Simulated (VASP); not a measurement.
A run of VASP 6.6.1 is set up as follows.

INCAR

```
SYSTEM = CoO
PREC = Accurate
ENCUT = 600
EDIFF = 1E-6
ISMEAR = -1
SIGMA = 0.05
LREAL = .FALSE.
LASPH = .TRUE.
NELM = 200
ALGO = Normal
ISIF = 2
LWAVE = .FALSE.
LCHARG = .FALSE.
ISPIN = 2
MAGMOM = 4 0
LORBIT = 11
NUPDOWN = 4.0
LMAXMIX = 4
GGA = PE
NBANDS = 22
GGA_COMPAT = .FALSE.
```

Contents of KPOINTS:

```
regular mesh
0
G
  9 9 9
  0 0 0
```

POSCAR

```
CoO
1.0
    1.5054695445      0.8691832468      2.4399269062
   -1.5054695445      0.8691832468      2.4399269062
    0.0000000000     -1.7383664936      2.4399269062
Co O
1 1
Direct
    0.0000000000      0.0000000000      0.0000000000
    0.5000000000      0.5000000000      0.5000000000
```

Potentials or basis: VASP PAW PBE potentials, release 64 (Co_sv, O).

Launch:

```console
$ cat potpaw_PBE.64/Co_sv/POTCAR potpaw_PBE.64/O/POTCAR > POTCAR
$ mpirun -np 1 vasp_std > vasp.out
```

Question: Predict the pressure.

Answer: 22.6 GPa.

Stress tensor (GPa, compression positive):
```
22.73  0.00  0.00
 0.00 22.73  0.00
 0.00  0.00 22.24
```

Caveat: the total moment is fixed, so each spin has its own Fermi level; a cell with one magnetic atom can't hold antiferromagnetic order, which such compounds often take.
